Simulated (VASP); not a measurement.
# AlN (AlN (P6_3mc)) in VASP: further runs

AlN (AlN (P6_3mc)) is run at these levels: PBE; tasks: single point, relaxation of cell and atoms, relaxation of the atoms.

Program: VASP 6.6.1. These are calculated values, not measurements. Logs are shortened: lines on timing, memory, paths and dates and some standing lists are left out, and cuts for length are marked.

### Step 1. The cell of the first run

It takes space group P6_3mc (No. 186, hexagonal). The conventional cell has a = 3.130 Å, b = 3.130 Å, c = 5.017 Å, α = 90.00°, β = 90.00°, γ = 120.00°. Within 2.5 Å of Al (site symmetry 3m) lie 4 N at 1.90 to 1.91 Å. Within 2.5 Å of N (site symmetry 3m) lie 4 Al at 1.90 to 1.91 Å.

### Step 2. Single point, PBE

File INCAR:

```
SYSTEM = AlN
PREC = Accurate ; ENCUT = 520
EDIFF = 1E-6 ; ISMEAR = 0
SIGMA = 0.01 ; LREAL = .False.
LASPH = .True. ; NELM = 80
ALGO = Normal ; ISIF = 2
LWAVE = .False. ; LCHARG = .False.
GGA = PE ; NBANDS = 16
```

File KPOINTS:

```
Automatic mesh
0
Gamma
  10 10 6
  0 0 0
```

File POSCAR:

```
AlN
1.0
    3.1297569663      0.0000000289      0.0000000000
   -1.5648785082      2.7104490260      0.0000000000
    0.0000000000      0.0000000000      5.0174032534
Al N
2 2
Direct
    0.6666666667      0.3333333333      0.4992353735
    0.3333333333      0.6666666667      0.9992353735
    0.6666666667      0.3333333333      0.8807646265
    0.3333333333      0.6666666667      0.3807646265
```

Potentials or basis: VASP PAW PBE potentials, release 64 (Al, N).

Run with:

```sh
> cat potpaw_PBE.64/Al/POTCAR potpaw_PBE.64/N/POTCAR > POTCAR
> mpirun -np 1 vasp_std > vasp.out
```

OUTCAR:

```text
SYSTEM = AlN
   PREC = Accurate
   ENCUT = 520
   EDIFF = 1E-6
   ISMEAR = 0
   LREAL = .False.
   LASPH = .True.
   NELM = 80
   ISIF = 2
   GGA = PE

 ion  position               nearest neighbor table
   1  0.667  0.333  0.499-   4 1.90   4 1.90   4 1.90   3 1.91   2 3.09   2 3.09   2 3.09   2 3.09
                             2 3.09   2 3.09
   2  0.333  0.667  0.999-   3 1.90   3 1.90   3 1.90   4 1.91   1 3.09   1 3.09   1 3.09   1 3.09
                             1 3.09   1 3.09
   3  0.667  0.333  0.881-   2 1.90   2 1.90   2 1.90   1 1.91
   4  0.333  0.667  0.381-   1 1.90   1 1.90   1 1.90   2 1.91

  LATTYP: Found a hexagonal cell.
 ALAT       =     3.1297569663
 C/A-ratio  =     1.6031287117

  Lattice vectors:

 A1 = (   3.1297569663,   0.0000000289,   0.0000000000)
 A2 = (  -1.5648785082,   2.7104490260,   0.0000000000)
 A3 = (   0.0000000000,   0.0000000000,   5.0174032534)

Analysis of symmetry for initial positions (statically):
=====================================================================
 Subroutine PRICEL returns:
 Original cell was already a primitive cell.

 Routine SETGRP: Setting up the symmetry group for a
 hexagonal supercell.

 Subroutine GETGRP returns: Found 12 space group operations
 (whereof  6 operations were pure point group operations)
 out of a pool of 24 trial point group operations.

The static configuration has the point symmetry C_3v.
 The point group associated with its full space group is C_6v.

Analysis of symmetry for dynamics (positions and initial velocities):
=====================================================================
 Subroutine PRICEL returns:
 Original cell was already a primitive cell.

 Routine SETGRP: Setting up the symmetry group for a
 hexagonal supercell.

 Subroutine GETGRP returns: Found 12 space group operations
 (whereof  6 operations were pure point group operations)
 out of a pool of 24 trial point group operations.

The dynamic configuration has the point symmetry C_3v.
 The point group associated with its full space group is C_6v.

 Subroutine INISYM returns: Found 12 space group operations
 (whereof  6 operations are pure point group operations),
 and found     1 'primitive' translations

----------------------------------------------------------------------------------------

                                     Primitive cell

  volume of cell :      42.5629

  direct lattice vectors                    reciprocal lattice vectors
     3.129756966  0.000000029  0.000000000     0.319513625  0.184471282  0.000000000
    -1.564878508  2.710449026  0.000000000    -0.000000003  0.368942557  0.000000000
     0.000000000  0.000000000  5.017403253     0.000000000  0.000000000  0.199306284

  length of vectors
     3.129756966  3.129756966  5.017403253     0.368942557  0.368942557  0.199306284

  position of ions in fractional coordinates (direct lattice)
     0.666666667  0.333333333  0.499235373
     0.333333333  0.666666667  0.999235373
     0.666666667  0.333333333  0.880764627
     0.333333333  0.666666667  0.380764627

  ion indices of the primitive-cell ions
   primitive index   ion index
                 1           1
                 2           2
                 3           3
                 4           4

----------------------------------------------------------------------------------------

 KPOINTS: Automatic mesh

Automatic generation of k-mesh.
 Grid dimensions read from file:
 generate k-points for:   10   10    6

 Generating k-lattice:

  Cartesian coordinates                     Fractional coordinates (reciprocal lattice)
     0.031951363  0.018447128  0.000000000     0.100000000  0.000000000  0.000000000
    -0.000000000  0.036894256  0.000000000    -0.000000000  0.100000000  0.000000000
     0.000000000  0.000000000  0.033217714     0.000000000  0.000000000  0.166666667

  Length of vectors
     0.036894256  0.036894256  0.033217714

  Shift w.r.t. Gamma in fractional coordinates (k-lattice)
     0.000000000  0.000000000  0.000000000

 Subroutine IBZKPT returns following result:
 ===========================================

 Found     56 irreducible k-points:

 Following reciprocal coordinates:
            Coordinates               Weight
  0.000000  0.000000  0.000000      1.000000
  0.100000  0.000000  0.000000      6.000000
  0.200000  0.000000  0.000000      6.000000
  0.300000  0.000000  0.000000      6.000000
  0.400000 -0.000000  0.000000      6.000000
  0.500000 -0.000000  0.000000      3.000000
[... 16 lines left out ...]
  0.300000  0.100000  0.166667     24.000000
  0.400000  0.100000  0.166667     24.000000
 [... further k-points ...]
   k-points           NKPTS =     56   k-points in BZ     NKDIM =     56   number of bands    NBANDS=     16
   number of dos      NEDOS =    301   number of ions     NIONS =      4
   total plane-waves  NPLWV =  23040
   dimension x,y,z NGX =    24 NGY =   24 NGZ =   40
   dimension x,y,z NGXF=    48 NGYF=   48 NGZF=   80
   ions per type =               2   2
   NGX,Y,Z   is equivalent  to a cutoff of  12.75, 12.75, 13.25 a.u.
   NGXF,Y,Z  is equivalent  to a cutoff of  25.50, 25.50, 26.51 a.u.
 SYSTEM =  AlN
   PREC   = accura    normal or accurate (medium, high low for compatibility)
   ISTART =      0    job   : 0-new  1-cont  2-samecut
   ICHARG =      2    charge: 1-file 2-atom 10-const
   ISPIN  =      1    spin polarized calculation?
   LNONCOLLINEAR =      F non collinear calculations
   LSORBIT =      F    spin-orbit coupling
   LASPH  =      T    aspherical Exc in radial PAW
   ENCUT  =  520.0 eV  38.22 Ry    6.18 a.u.   5.82  5.82  9.33*2*pi/ulx,y,z
   NELM   =     80;   NELMIN=  2; NELMDL= -5     # of ELM steps
   EDIFF  = 0.1E-05   stopping-criterion for ELM
   LREAL  =      F    real-space projection
   EDIFFG = 0.1E-04   stopping-criterion for IOM
   NSW    =      0    number of steps for IOM
   IBRION =     -1    ionic relax: 0-MD 1-quasi-New 2-CG
   NFREE  =      0    steps in history (QN), initial steepest desc. (CG)
   ISIF   =      2    stress and relaxation
   ISYM   =      2    0-nonsym 1-usesym 2-fastsym
   POTIM  = 0.5000    time-step for ionic-motion
   TEBEG  =    0.0;   TEEND  =   0.0 temperature during run
   PSTRESS=    0.0 pullay stress
   NELECT =      16.0000    total number of electrons
   NUPDOWN=      -1.0000    fix difference up-down
   EMIN   =  10.00;   EMAX   =-10.00  energy-range for DOS
   EFERMI =   0.00;   METHOD = LEGACY
   ISMEAR =     0;   SIGMA  =   0.01  broadening in eV -4-tet -1-fermi 0-gaus
   EFERMI_NEDOS =   21; number of points for ismear=-14 and -15
   IALGO  =     38    algorithm
   IMIX   =      4    mixing-type and parameters
     AMIX     =   0.40;   BMIX     =  1.00
     AMIX_MAG =   1.60;   BMIX_MAG =  1.00
  volume/ion in A,a.u.               =      10.64        71.81
  Fermi-wavevector in a.u.,A,eV,Ry     =   1.181511  2.232733 18.993310  1.395969
  Thomas-Fermi vector in A             =   2.317783
   LORBIT       =      0    0 simple, 1 ext, 2 COOP (PROOUT), +10 PAW based schemes
   GGA     = PE    functional components
   LHFCALC =     F    Hartree Fock is set to
   AEXX    =    0.0000 exact exchange contribution
   IVDW    =     0    specifies the selected vdW correction
   LEPSILON=     F    determine dielectric tensor
   LRPA    =     F    only Hartree local field effects (RPA)
 non-spin polarized calculation
 Gauss-broadening in eV      SIGMA  =   0.01
  energy-cutoff  :      520.00
  volume of cell :       42.56
 maximum number of plane-waves:      1170
 NGX is ok and might be reduce to    24
   NGX = 11   NGY = 11   NGZ = 19

 number of electron      15.9999998 magnetization

 Free energy of the ion-electron system (eV)
  ---------------------------------------------------
  ext. energy  EPLUGINS =         0.00000000
  ---------------------------------------------------
  free energy    TOTEN  =       -29.78052112 eV

  energy without entropy =      -29.78052112  energy(sigma->0) =      -29.78052112

 E-fermi :   6.0592     XC(G=0): -10.8287

 val. band max:        5.9679175333   @ k =   0.0000   0.0000   0.0000
 cond. band min:      10.0150710509   @ k =   0.0000   0.0000   0.0000
 fundamental gap:      4.0471535176
 Fermi energy:         6.0592348918

 k-point     1 :       0.0000    0.0000    0.0000
  band No.  band energies     occupation
      1      -9.1017      2.00000
      2      -7.0179      2.00000
      3       0.0608      2.00000
      4       5.1229      2.00000
      5       5.1229      2.00000
      6       5.7654      2.00000
[... 8 lines left out ...]
     15      18.9378      0.00000
     16      18.9378      0.00000

 k-point     2 :       0.1000    0.0000    0.0000
  band No.  band energies     occupation
      1      -8.9773      2.00000
      2      -6.9478      2.00000
      3       0.2101      2.00000
      4       4.5482      2.00000
      5       4.9625      2.00000
      6       5.1956      2.00000
[... 8 lines left out ...]
     15      18.8942      0.00000
     16      19.0024      0.00000

 k-point     3 :       0.2000    0.0000    0.0000
  band No.  band energies     occupation
      1      -8.6202      2.00000
      2      -6.7654      2.00000
      3       0.6464      2.00000
      4       3.2553      2.00000
      5       4.0948      2.00000
      6       4.6130      2.00000
[... 8 lines left out ...]
     15      18.0670      0.00000
     16      18.5992      0.00000

 k-point     4 :       0.3000    0.0000    0.0000
  band No.  band energies     occupation
      1      -8.0872      2.00000
      2      -6.5592      2.00000
      3       1.3257      2.00000
      4       1.9185      2.00000
      5       2.9937      2.00000
      6       4.2560      2.00000
[... 8 lines left out ...]
     15      17.8363      0.00000
     16      19.7723      0.00000
[... 324 lines left out ...]
 k-point    22 :       0.2000    0.1000    0.1667
  band No.  band energies     occupation
      1      -8.1990      2.00000
      2      -6.7665      2.00000
      3       1.1721      2.00000
      4       2.7069      2.00000
      5       3.1584      2.00000
      6       4.3400      2.00000
[... 8 lines left out ...]
     15      18.1871      0.00000
     16      19.5286      0.00000

 k-point    23 :       0.3000    0.1000    0.1667
  band No.  band energies     occupation
      1      -7.6464      2.00000
      2      -6.5665      2.00000
      3       1.1312      2.00000
      4       1.9573      2.00000
      5       2.7062      2.00000
      6       3.8758      2.00000
[... 8 lines left out ...]
     15      18.1615      0.00000
     16      20.1966      0.00000

 k-point    24 :       0.4000    0.1000    0.1667
  band No.  band energies     occupation
      1      -7.1683      2.00000
      2      -6.5262      2.00000
      3       0.6342      2.00000
      4       1.6199      2.00000
      5       2.9481      2.00000
      6       3.7108      2.00000
[... 8 lines left out ...]
     15      18.4336      0.00000
     16      20.6668      0.00000

 [... further k-points ...]
[... 5 lines left out ...]
  --------------------------------------------------------------------------------------
  -------------------------------------------------------------------------------------
  Total       -0.0501356     -0.0501356     -0.0364506      0.0000000      0.0000000      0.0000000
  in kB       -1.8872360     -1.8872360     -1.3720938      0.0000000      0.0000000      0.0000000
  external PRESSURE =      -1.7155219 kB  Pullay stress =       0.0000000 kB

 VOLUME and BASIS-vectors are now :
 -----------------------------------------------------------------------------
  energy-cutoff  :      520.00
  volume of cell :       42.56
      direct lattice vectors                 reciprocal lattice vectors
     3.129756966  0.000000029  0.000000000     0.319513625  0.184471282  0.000000000
    -1.564878508  2.710449026  0.000000000    -0.000000003  0.368942557  0.000000000
     0.000000000  0.000000000  5.017403253     0.000000000  0.000000000  0.199306284

 POSITION                                       TOTAL-FORCE (eV/Angst)
 -----------------------------------------------------------------------------------
      1.56488      0.90348      2.50487        -0.000000      0.000000      0.000182
     -0.00000      1.80697      5.01357        -0.000000      0.000000      0.000182
      1.56488      0.90348      4.41915        -0.000000      0.000000     -0.000182
     -0.00000      1.80697      1.91045         0.000000     -0.000000     -0.000182
 -----------------------------------------------------------------------------------
    total drift:                               -0.000000     -0.000000      0.000505

  FREE ENERGIE OF THE ION-ELECTRON SYSTEM (eV)
  ---------------------------------------------------
  free  energy   TOTEN  =       -29.7805211230 eV

  energy  without entropy=      -29.7805211230  energy(sigma->0) =      -29.78052112
```

Wall time 23 s (1 thread of Intel Xeon Platinum 8259CL at 2.50GHz (Skylake/Cascade Lake), shared host); peak memory 0.17 GiB.

Results:

```yaml
Free_energy: -29.7805 eV
Pressure: -0.2 GPa
Band_gap_on_the_k_mesh: 4.05 eV, direct
```

Levels at points of the mesh, in eV from the valence-band top:
```csv
k point,band 5,band 6,band 7,band 8,band 9,band 10,band 11,band 12
"(0.00, 0.00, 0.00)",-0.85,-0.20,-0.20,0.00,4.05,6.51,10.46,11.03
"(0.50, 0.00, 0.00)",-3.30,-2.05,-1.74,-0.68,5.76,5.76,8.03,10.15
"(0.00, 0.00, 0.50)",-0.53,-0.53,-0.53,-0.53,6.31,6.31,10.17,10.17
"(0.50, 0.00, 0.50)",-1.44,-1.44,-1.35,-1.35,5.25,5.25,9.15,9.15
```

(Continued in part 2 of 3.)
